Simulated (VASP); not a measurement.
# MnO (P6_3mc) in VASP: notebook, part 2 of 2

VASP 6.6.1.

### 4 Single point, PBEsol+U, collinear spin, ferromagnetic start

Input file POSCAR:

```
MnO
1.0
    3.3717000000      0.0000000000      0.0000000000
   -1.6858500000      2.9199778539      0.0000000000
    0.0000000000      0.0000000000      5.3855000000
Mn O
2 2
Direct
    0.6666666667      0.3333333333      0.5109600000
    0.3333333333      0.6666666667      0.0109600000
    0.6666666667      0.3333333333      0.8754700000
    0.3333333333      0.6666666667      0.3754700000
```

Input file INCAR.step1:

```
SYSTEM = MnO
PREC = Accurate ; ENCUT = 520
EDIFF = 1E-6 ; ISMEAR = -1
SIGMA = 0.05 ; LREAL = .FALSE.
LASPH = .TRUE. ; NELM = 150
ALGO = Fast ; ISIF = 2
LWAVE = .FALSE. ; LCHARG = .TRUE.
ISPIN = 2 ; MAGMOM = 4 4 0 0
LMAXMIX = 4 ; LDAU = .TRUE.
LDAUTYPE = 2 ; LDAUL = 2 -1
LDAUU = 8 0 ; LDAUJ = 0 0
LDAUPRINT = 1 ; GGA = PS
NBANDS = 31
```

Input file KPOINTS.step1:

```
regular mesh
0
G
  9 9 5
  0 0 0
```

Input file INCAR.step2:

```
SYSTEM = MnO
PREC = Accurate ; ENCUT = 520
EDIFF = 1E-6 ; ISMEAR = -5
SIGMA = 0.05 ; LREAL = .FALSE.
LASPH = .TRUE. ; NELM = 150
ALGO = Fast ; ISIF = 2
LWAVE = .FALSE. ; LCHARG = .FALSE.
ISPIN = 2 ; MAGMOM = 4 4 0 0
LORBIT = 11 ; LMAXMIX = 4
LDAU = .TRUE. ; LDAUTYPE = 2
LDAUL = 2 -1 ; LDAUU = 8 0
LDAUJ = 0 0 ; LDAUPRINT = 1
GGA = PS ; NBANDS = 31
NEDOS = 2001 ; ICHARG = 11
```

Input file KPOINTS.step2:

```
regular mesh
0
G
  14 14 8
  0 0 0
```

Potentials or basis: VASP PAW PBE potentials, release 64 (Mn_pv, O).

The run is started by

```sh
$ cat potpaw_PBE.64/Mn_pv/POTCAR potpaw_PBE.64/O/POTCAR > POTCAR
$ cp INCAR.step1 INCAR
$ cp KPOINTS.step1 KPOINTS
$ mpirun -np 1 vasp_std > vasp.out
$ cp INCAR.step2 INCAR
$ cp KPOINTS.step2 KPOINTS
$ mpirun -np 1 vasp_std > vasp.out
```

OUTCAR:

```text
SYSTEM = MnO
   PREC = Accurate
   ENCUT = 520
   EDIFF = 1E-6
   ISMEAR = -5
   LREAL = .FALSE.
   LASPH = .TRUE.
   NELM = 150
   ISIF = 2
   ISPIN = 2
   LORBIT = 11
   GGA = PS
   ICHARG = 11

 ion  position               nearest neighbor table
   1  0.667  0.333  0.511-   3 1.96   4 2.08   4 2.08   4 2.08
   2  0.333  0.667  0.011-   4 1.96   3 2.08   3 2.08   3 2.08
   3  0.667  0.333  0.875-   1 1.96   2 2.08   2 2.08   2 2.08
   4  0.333  0.667  0.375-   2 1.96   1 2.08   1 2.08   1 2.08

  LATTYP: Found a hexagonal cell.
 ALAT       =     3.3717000000
 C/A-ratio  =     1.5972654744

  Lattice vectors:

 A1 = (   3.3717000000,   0.0000000000,   0.0000000000)
 A2 = (  -1.6858500000,   2.9199778539,   0.0000000000)
 A3 = (   0.0000000000,   0.0000000000,   5.3855000000)

Analysis of symmetry for initial positions (statically):
=====================================================================
 Subroutine PRICEL returns:
 Original cell was already a primitive cell.

 Routine SETGRP: Setting up the symmetry group for a
 hexagonal supercell.

 Subroutine GETGRP returns: Found 12 space group operations
 (whereof  6 operations were pure point group operations)
 out of a pool of 24 trial point group operations.

The static configuration has the point symmetry C_3v.
 The point group associated with its full space group is C_6v.

Analysis of symmetry for dynamics (positions and initial velocities):
=====================================================================
 Subroutine PRICEL returns:
 Original cell was already a primitive cell.

 Routine SETGRP: Setting up the symmetry group for a
 hexagonal supercell.

 Subroutine GETGRP returns: Found 12 space group operations
 (whereof  6 operations were pure point group operations)
 out of a pool of 24 trial point group operations.

The dynamic configuration has the point symmetry C_3v.
 The point group associated with its full space group is C_6v.

Analysis of structural, dynamic, and magnetic symmetry:
=====================================================================
 Subroutine PRICEL returns:
 Original cell was already a primitive cell.

 Routine SETGRP: Setting up the symmetry group for a
 hexagonal supercell.

 Subroutine GETGRP returns: Found 12 space group operations
 (whereof  6 operations were pure point group operations)
 out of a pool of 24 trial point group operations.

The overall configuration has the point symmetry C_3v.
 The point group associated with its full space group is C_6v.

 Subroutine INISYM returns: Found 12 space group operations
 (whereof  6 operations are pure point group operations),
 and found     1 'primitive' translations

----------------------------------------------------------------------------------------

                                     Primitive cell

  volume of cell :      53.0218

[... 168 lines left out ...]
  o =  0.9668  v = -0.0000  0.0000  1.0000  0.0000 -0.0000  0.0000  0.0000  0.0000  0.0000  0.0000      0.0000  0.0000  0.0000  0.0000  0.0000  0.0000  0.0000  0.0000  0.0000  0.0000

atom =   2  type =  1  l = 2

 onsite density matrix

spin component  1

  0.9607 -0.0000 -0.0000  0.0051 -0.0000
 -0.0000  0.9613 -0.0000  0.0000  0.0051
 -0.0000 -0.0000  0.9668 -0.0000 -0.0000
  0.0051  0.0000 -0.0000  0.9613 -0.0000
 -0.0000  0.0051 -0.0000 -0.0000  0.9607

spin component  2

  0.0330  0.0000  0.0000  0.0135  0.0000
  0.0000  0.0289 -0.0000  0.0000  0.0135
  0.0000 -0.0000  0.0565  0.0000 -0.0000
  0.0135  0.0000  0.0000  0.0289  0.0000
  0.0000  0.0135 -0.0000  0.0000  0.0330

 occupancies and eigenvectors

  o =  0.0173  v =  0.0000  0.0000  0.0000  0.0000  0.0000 -0.0000 -0.7580  0.0000  0.0000  0.6523      0.0000  0.0000  0.0000  0.0000  0.0000  0.0000  0.0000  0.0000  0.0000  0.0000
  o =  0.0173  v =  0.0000  0.0000  0.0000  0.0000  0.0000  0.6523 -0.0000  0.0000 -0.7580  0.0000      0.0000  0.0000  0.0000  0.0000  0.0000  0.0000  0.0000  0.0000  0.0000  0.0000
  o =  0.0445  v =  0.0000  0.0000  0.0000  0.0000  0.0000  0.0000 -0.6523 -0.0000  0.0000 -0.7580      0.0000  0.0000  0.0000  0.0000  0.0000  0.0000  0.0000  0.0000  0.0000  0.0000
  o =  0.0445  v =  0.0000  0.0000  0.0000  0.0000  0.0000 -0.7580 -0.0000 -0.0000 -0.6523 -0.0000      0.0000  0.0000  0.0000  0.0000  0.0000  0.0000  0.0000  0.0000  0.0000  0.0000
  o =  0.0565  v =  0.0000  0.0000  0.0000  0.0000  0.0000  0.0000 -0.0000  1.0000  0.0000 -0.0000      0.0000  0.0000  0.0000  0.0000  0.0000  0.0000  0.0000  0.0000  0.0000  0.0000
  o =  0.9558  v =  0.0000 -0.6873  0.0000 -0.0000  0.7263  0.0000  0.0000  0.0000  0.0000  0.0000      0.0000  0.0000  0.0000  0.0000  0.0000  0.0000  0.0000  0.0000  0.0000  0.0000
  o =  0.9558  v =  0.7263  0.0000 -0.0000 -0.6873 -0.0000  0.0000  0.0000  0.0000  0.0000  0.0000      0.0000  0.0000  0.0000  0.0000  0.0000  0.0000  0.0000  0.0000  0.0000  0.0000
  o =  0.9661  v =  0.0000  0.7263  0.0000  0.0000  0.6873  0.0000  0.0000  0.0000  0.0000  0.0000      0.0000  0.0000  0.0000  0.0000  0.0000  0.0000  0.0000  0.0000  0.0000  0.0000
  o =  0.9661  v =  0.6873 -0.0000 -0.0000  0.7263 -0.0000  0.0000  0.0000  0.0000  0.0000  0.0000      0.0000  0.0000  0.0000  0.0000  0.0000  0.0000  0.0000  0.0000  0.0000  0.0000
  o =  0.9668  v =  0.0000  0.0000 -1.0000  0.0000  0.0000  0.0000  0.0000  0.0000  0.0000  0.0000      0.0000  0.0000  0.0000  0.0000  0.0000  0.0000  0.0000  0.0000  0.0000  0.0000

 number of electron      38.0000000 magnetization      10.0000050

 Free energy of the ion-electron system (eV)
  ---------------------------------------------------
  ext. energy  EPLUGINS =         0.00000000
  ---------------------------------------------------
  free energy    TOTEN  =       -30.40384165 eV

  energy without entropy =      -30.40384165  energy(sigma->0) =      -30.40384165

 E-fermi :   4.4747     XC(G=0): -10.7466

 val. band max:        4.4464802217   @ k =   0.0714   0.0000   0.0000
 cond. band min:       4.5815295695   @ k =   0.0000   0.0000   0.0000
 fundamental gap:      0.1350493478
 Fermi energy:         4.4746825823

 spin component 1

 k-point     1 :       0.0000    0.0000    0.0000
  band No.  band energies     occupation
      1     -44.4669      1.00000
      2     -44.4669      1.00000
      3     -44.4659      1.00000
      4     -44.4608      1.00000
      5     -44.4608      1.00000
      6     -44.4275      1.00000
[... 1625 lines left out ...]
     30      17.6070      0.00000
     31      17.9009      0.00000

 [... further k-points ...]

------------------------ aborting loop because EDIFF is reached ----------------------------------------

  FORCE on cell =-STRESS in cart. coord.  units (eV):
  Direction    XX          YY          ZZ          XY          YZ          ZX
  --------------------------------------------------------------------------------------
  -------------------------------------------------------------------------------------
  Total        1.8367366      1.8367366      5.3929279      0.0000000      0.0000000      0.0000000
  in kB       55.5012731     55.5012731    162.9598763      0.0000000      0.0000000      0.0000000
  external PRESSURE =      91.3208075 kB  Pullay stress =       0.0000000 kB

 VOLUME and BASIS-vectors are now :
 -----------------------------------------------------------------------------
  energy-cutoff  :      520.00
  volume of cell :       53.02
      direct lattice vectors                 reciprocal lattice vectors
     3.371700000  0.000000000  0.000000000     0.296586292  0.171234175  0.000000000
    -1.685850000  2.919977854  0.000000000     0.000000000  0.342468351  0.000000000
     0.000000000  0.000000000  5.385500000     0.000000000  0.000000000  0.185683781

 POSITION                                       TOTAL-FORCE (eV/Angst)
 -----------------------------------------------------------------------------------
      1.68585      0.97333      2.75178         0.000000     -0.000000     -1.017290
     -0.00000      1.94665      0.05903        -0.000000     -0.000000     -1.017290
      1.68585      0.97333      4.71484        -0.000000      0.000000      1.017290
     -0.00000      1.94665      2.02209         0.000000     -0.000000      1.017290
 -----------------------------------------------------------------------------------
    total drift:                               -0.000000     -0.000000      0.001702

  FREE ENERGIE OF THE ION-ELECTRON SYSTEM (eV)
  ---------------------------------------------------
  free  energy   TOTEN  =       -30.4038416514 eV

  energy  without entropy=      -30.4038416514  energy(sigma->0) =      -30.40384165

 total charge

# of ion       s       p       d       tot
------------------------------------------
    1        0.250   6.241   4.969  11.460
    2        0.250   6.241   4.969  11.460
    3        1.547   3.483   0.000   5.029
    4        1.547   3.483   0.000   5.029
--------------------------------------------------
tot          3.593  19.447   9.938  32.978

 magnetization (x)

# of ion       s       p       d       tot
------------------------------------------
    1        0.035   0.052   4.619   4.706
    2        0.035   0.052   4.619   4.706
    3        0.007   0.036   0.000   0.044
    4        0.007   0.036   0.000   0.044
--------------------------------------------------
tot          0.085   0.177   9.237   9.499
```

It took 9 min on 1 thread of Oxide Virtual Turin-like, shared host; peak memory 0.35 GiB.

Results:

```yaml
Net_moment: 10.00 μB per cell
Site_moments: Mn +4.71; O +0.04 μB
Valence_electrons_inside_the_program's_atomic_spheres: Mn 11.46; O 5.03
```

Levels at points of the mesh, in eV from the valence-band top:
Spin up:
| k point | band 20 | band 21 | band 22 | band 23 | band 24 | band 25 | band 26 | band 27 | band 28 | band 29 |
| --- | --- | --- | --- | --- | --- | --- | --- | --- | --- | --- |
| (0.00, 0.00, 0.00) | -1.06 | -1.06 | -0.13 | -0.05 | -0.05 | 0.13 | 5.03 | 6.84 | 12.54 | 12.54 |
| (0.50, 0.00, 0.00) | -3.21 | -2.72 | -2.54 | -1.20 | -0.73 | 5.23 | 5.46 | 6.64 | 8.56 | 10.45 |
| (0.00, 0.00, 0.50) | -2.00 | -0.55 | -0.55 | -0.55 | -0.55 | 2.56 | 2.56 | 9.62 | 9.62 | 12.68 |
| (0.50, 0.00, 0.50) | -3.53 | -1.51 | -1.51 | -1.34 | -1.34 | 4.90 | 4.90 | 7.54 | 7.54 | 11.34 |
Spin down:
```
           k point  band 11  band 12  band 13  band 14  band 15  band 16  band 17  band 18
(0.00, 0.00, 0.00)    -2.86    -2.86    -2.83    -2.83     1.10     4.77     5.77     5.77
(0.50, 0.00, 0.00)    -3.71    -3.13    -3.05    -2.88     3.82     4.18     5.00     5.94
(0.00, 0.00, 0.50)    -2.85    -2.85    -2.85    -2.85     3.17     3.17     6.44     6.44
(0.50, 0.00, 0.50)    -3.10    -3.10    -2.97    -2.97     4.12     4.12     5.76     5.76
```

Eigenvalues of the final occupation matrices:
```csv
site,spin,trace,eigenvalues
site 1 d,1,4.81,0.96 0.96 0.97 0.97 0.97
site 1 d,2,0.18,0.02 0.02 0.04 0.04 0.06
site 2 d,1,4.81,0.96 0.96 0.97 0.97 0.97
site 2 d,2,0.18,0.02 0.02 0.04 0.04 0.06
```

Caveat: the PAW data sets were made with another functional, which shifts forces and pressure a little; the run started ferromagnetic, and an antiferromagnetic order may lie lower in energy. The state reached can hang on the start; a lower one may exist.

### 5 Overview

| U | moment (μB) |
| --- | --- |
| Mn d U = 3.0 eV | 10.00 |
| Mn d U = 6.0 eV | 10.00 |
| Mn d U = 8.0 eV | 10.00 |

Alike in all rows: task single point; level PBEsol+U; potentials or basis VASP PAW PBE potentials, release 64 (Mn_pv, O); spin collinear, ferromagnetic start; cell as given; k mesh 9 × 9 × 5; cutoff (eV) 520; smearing fermi-dirac 0.05 eV.

Caveats: the PAW data sets were made with another functional, which shifts forces and pressure a little; the run started ferromagnetic, and an antiferromagnetic order may lie lower in energy.

Absolute energies hang on the potentials; compare differences alone.
